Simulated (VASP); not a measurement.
# InSbTe3 (Immm) in VASP: further runs, part 2 of 2

VASP 6.6.1. The steps go on from the part before.

### Step 4. Single point, PBE

This run uses another cell than the first one, of 35.11 Å³/atom.

File INCAR:

```
SYSTEM = InSbTe3
ALGO = Normal
EDIFF = 1E-6
ENCUT = 520
GGA = PE
ISIF = 2
ISMEAR = 0
LASPH = .TRUE.
LCHARG = .TRUE.
LELF = .TRUE.
LREAL = .FALSE.
LVHAR = .TRUE.
LWAVE = .FALSE.
NBANDS = 26
NELM = 60
PREC = Accurate
SIGMA = 0.1
```

File KPOINTS:

```
k-points
0
G
  10 10 10
  0 0 0
```

File POSCAR:

```
InSbTe3
1.0
   -2.9247847267      3.0641435311      4.8967135194
    2.9247847267     -3.0641435311      4.8967135194
    2.9247847267      3.0641435311     -4.8967135194
In Sb Te
1 1 3
Direct
    0.0000000000      0.0000000000      0.0000000000
    0.5000000000      0.5000000000      0.0000000000
    0.6478028449      0.1478028449      0.5000000000
    0.3521971551      0.8521971551      0.5000000000
    0.0000000000      0.5000000000      0.5000000000
```

Potentials or basis: VASP PAW PBE potentials, release 64 (In_d, Sb, Te).

Started as:

```
cat potpaw_PBE.64/In_d/POTCAR potpaw_PBE.64/Sb/POTCAR potpaw_PBE.64/Te/POTCAR > POTCAR
mpirun -np 1 vasp_std > vasp.out
```

OUTCAR:

```text
SYSTEM = InSbTe3
   EDIFF = 1E-6
   ENCUT = 520
   GGA = PE
   ISIF = 2
   ISMEAR = 0
   LASPH = .TRUE.
   LREAL = .FALSE.
   NELM = 60
   PREC = Accurate

 ion  position               nearest neighbor table
   1  0.000  0.000  0.000-   5 2.92   5 2.92   3 3.39   3 3.39   4 3.39   4 3.39
   2  0.500  0.500  0.000-   5 3.06   5 3.06   3 3.26   3 3.26   4 3.26   4 3.26
   3  0.648  0.148  0.500-   4 2.89   2 3.26   2 3.26   1 3.39   1 3.39   5 3.45
   4  0.352  0.852  0.500-   3 2.89   2 3.26   2 3.26   1 3.39   1 3.39   5 3.45
   5  0.000  0.500  0.500-   1 2.92   1 2.92   2 3.06   2 3.06   3 3.45   4 3.45

  LATTYP: Found a body centered orthorhombic cell.
 ALAT       =     5.8495694534
 B/A-ratio  =     1.0476475424
 C/A-ratio  =     1.6742133104

  Lattice vectors:

 A1 = (  -2.9247847267,   3.0641435311,   4.8967135194)
 A2 = (   2.9247847267,  -3.0641435311,   4.8967135194)
 A3 = (   2.9247847267,   3.0641435311,  -4.8967135194)

Analysis of symmetry for initial positions (statically):
=====================================================================
 Subroutine PRICEL returns:
 Original cell was already a primitive cell.

 Routine SETGRP: Setting up the symmetry group for a
 body centered orthorhombic supercell.

 Subroutine GETGRP returns: Found  8 space group operations
 (whereof  8 operations were pure point group operations)
 out of a pool of  8 trial point group operations.

The static configuration has the point symmetry D_2h.

Analysis of symmetry for dynamics (positions and initial velocities):
=====================================================================
 Subroutine PRICEL returns:
 Original cell was already a primitive cell.

 Routine SETGRP: Setting up the symmetry group for a
 body centered orthorhombic supercell.

[... 127 lines left out ...]
   IALGO  =     38    algorithm
   IMIX   =      4    mixing-type and parameters
     AMIX     =   0.40;   BMIX     =  1.00
     AMIX_MAG =   1.60;   BMIX_MAG =  1.00
  volume/ion in A,a.u.               =      35.11       236.92
  Fermi-wavevector in a.u.,A,eV,Ry     =   0.965428  1.824394 12.681319  0.932051
  Thomas-Fermi vector in A             =   2.095144
   LORBIT       =      0    0 simple, 1 ext, 2 COOP (PROOUT), +10 PAW based schemes
   GGA     = PE    functional components
   LHFCALC =     F    Hartree Fock is set to
   AEXX    =    0.0000 exact exchange contribution
   IVDW    =     0    specifies the selected vdW correction
   LEPSILON=     F    determine dielectric tensor
   LRPA    =     F    only Hartree local field effects (RPA)
 non-spin polarized calculation
 Gauss-broadening in eV      SIGMA  =   0.10
  energy-cutoff  :      520.00
  volume of cell :      175.54
 maximum number of plane-waves:      4763
   NGX = 25   NGY = 25   NGZ = 25

 number of electron      35.9999999 magnetization

 Free energy of the ion-electron system (eV)
  ---------------------------------------------------
  ext. energy  EPLUGINS =         0.00000000
  ---------------------------------------------------
  free energy    TOTEN  =       -16.03334916 eV

  energy without entropy =      -16.02115845  energy(sigma->0) =      -16.02725381

 E-fermi :   5.2666     XC(G=0):  -8.8306

 val. band max:        5.2545886839   @ k =   0.5000   0.5000   0.4000
 cond. band min:       5.2689800490   @ k =  -0.4000   0.5000   0.4000
 fundamental gap:      0.0143913651
 Fermi energy:         5.2666356841

 k-point     1 :       0.0000    0.0000    0.0000
  band No.  band energies     occupation
      1      -9.3137      2.00000
      2      -9.1962      2.00000
      3      -9.1771      2.00000
      4      -9.1694      2.00000
      5      -9.1527      2.00000
      6      -7.4489      2.00000
[... 685 lines left out ...]
     25      10.1574      0.00000
     26      10.8719      0.00000

 [... further k-points ...]

------------------------ aborting loop because EDIFF is reached ----------------------------------------

  FORCE on cell =-STRESS in cart. coord.  units (eV):
  Direction    XX          YY          ZZ          XY          YZ          ZX
  --------------------------------------------------------------------------------------
  -------------------------------------------------------------------------------------
  Total       -0.0896070     -0.0399789     -0.0067664      0.0000000      0.0000000      0.0000000
  in kB       -0.8178710     -0.3649001     -0.0617594      0.0000000      0.0000000      0.0000000
  external PRESSURE =      -0.4148435 kB  Pullay stress =       0.0000000 kB

 VOLUME and BASIS-vectors are now :
 -----------------------------------------------------------------------------
  energy-cutoff  :      520.00
  volume of cell :      175.54
      direct lattice vectors                 reciprocal lattice vectors
    -2.924784727  3.064143531  4.896713519     0.000000000  0.163177735  0.102109302
     2.924784727 -3.064143531  4.896713519     0.170952753  0.000000000  0.102109302
     2.924784727  3.064143531 -4.896713519     0.170952753  0.163177735  0.000000000

 POSITION                                       TOTAL-FORCE (eV/Angst)
 -----------------------------------------------------------------------------------
      0.00000      0.00000      0.00000        -0.000000     -0.000000      0.000000
      0.00000      0.00000      4.89671        -0.000000     -0.000000      0.000000
      0.00000      3.06414      1.44750         0.000000     -0.000000     -0.004992
      2.92478     -0.00000      3.44922        -0.000000      0.000000      0.004992
      2.92478      0.00000      0.00000        -0.000000     -0.000000      0.000000
 -----------------------------------------------------------------------------------
    total drift:                                0.000000     -0.000000      0.000000

  FREE ENERGIE OF THE ION-ELECTRON SYSTEM (eV)
  ---------------------------------------------------
  free  energy   TOTEN  =       -16.0333491645 eV

  energy  without entropy=      -16.0211584459  energy(sigma->0) =      -16.02725381
```

OSZICAR:

```text
N       E                     dE             d eps       ncg     rms          rms(c)
DAV:   1     0.247484026868E+03    0.24748E+03   -0.13869E+04  8892   0.122E+03
DAV:   2     0.896072217178E+01   -0.23852E+03   -0.22918E+03 10124   0.274E+02
DAV:   3    -0.151115437106E+02   -0.24072E+02   -0.23486E+02 11706   0.935E+01
DAV:   4    -0.161074778832E+02   -0.99593E+00   -0.99119E+00 10774   0.207E+01
DAV:   5    -0.161495144627E+02   -0.42037E-01   -0.42030E-01 12998   0.416E+00    0.968E+00
DAV:   6    -0.160372677714E+02    0.11225E+00   -0.18864E-01 10656   0.330E+00    0.615E+00
DAV:   7    -0.160338169120E+02    0.34509E-02   -0.11886E-01 11690   0.218E+00    0.798E-01
DAV:   8    -0.160329531306E+02    0.86378E-03   -0.11457E-02 10442   0.846E-01    0.418E-01
DAV:   9    -0.160333221827E+02   -0.36905E-03   -0.18452E-03 11224   0.281E-01    0.921E-02
DAV:  10    -0.160333362796E+02   -0.14097E-04   -0.88078E-05 11172   0.702E-02    0.464E-02
DAV:  11    -0.160333495696E+02   -0.13290E-04   -0.33030E-05  9538   0.329E-02    0.157E-02
DAV:  12    -0.160333491645E+02    0.40508E-06   -0.19737E-06  9086   0.110E-02
   1 F= -.16033349E+02 E0= -.16027254E+02  d E =-.121907E-01
```

stdout:

```text
POSCAR found type information on POSCAR InSbTe
 POSCAR found :  3 types and       5 ions
 scaLAPACK will be used
 LDA part: xc-table for (Slater+PW92), standard interpolation
 POSCAR, INCAR and KPOINTS ok, starting setup
 FFT: planning ... GRIDC
 FFT: planning ... GRID_SOFT
 FFT: planning ... GRID
 WAVECAR not read
 entering main loop
```

It took 21 min on 1 thread of Intel Xeon 8259CL, shared host; peak memory 0.9 GiB.

What came out:

```yaml
Free_energy: -16.0333 eV
Pressure: 0.0 GPa
Largest_force: 0.005 eV/Å
Band_gap_on_the_k_mesh: zero (bands 18 and 19 overlap by 1.05 eV)
```

Forces in eV/Å, atoms in the order of the input:
```
In   0.000  0.000  0.000
Sb   0.000  0.000  0.000
Te   0.000  0.000 -0.005
Te   0.000  0.000  0.005
Te   0.000  0.000  0.000
```

Caveat: spin-orbit coupling is left out, which moves the levels of the heavy elements.

### Step 5. Overview

```csv
cell,k mesh,gap on the mesh (eV),pressure (GPa),largest force (eV/Å)
"a = 6.448 Å, angles 126.5, 122.3, 82.6°, 5 atoms, atomic positions A",4 × 4 × 4,none,0.0,0.02
"a = 6.345 Å, angles 126.7, 110.7, 92.8°, 5 atoms, atomic positions B",4 × 4 × 4,none,3.4,3.89
"a = 6.475 Å, angles 126.3, 123.5, 81.7°, 5 atoms, atomic positions C",10 × 10 × 10,none,0.0,-
```

Alike in all rows: task single point; level PBE; potentials or basis VASP PAW PBE potentials, release 64 (In_d, Sb, Te); no spin polarisation; cutoff (eV) 520; smearing gaussian 0.1 eV.

Caveats: spin-orbit coupling is left out, which moves the levels of the heavy elements; the stress differs along the axes, from -5 to 13 GPa (at least some runs); forces of over 1 eV/Å act on the atoms, so gaps and moduli don't describe the material at rest (at least some runs).

Total energies depend on the potentials used, so only differences within one code and one set of settings carry meaning.

The gap in the log of VASP goes by the Fermi energy; the results here count the filled bands.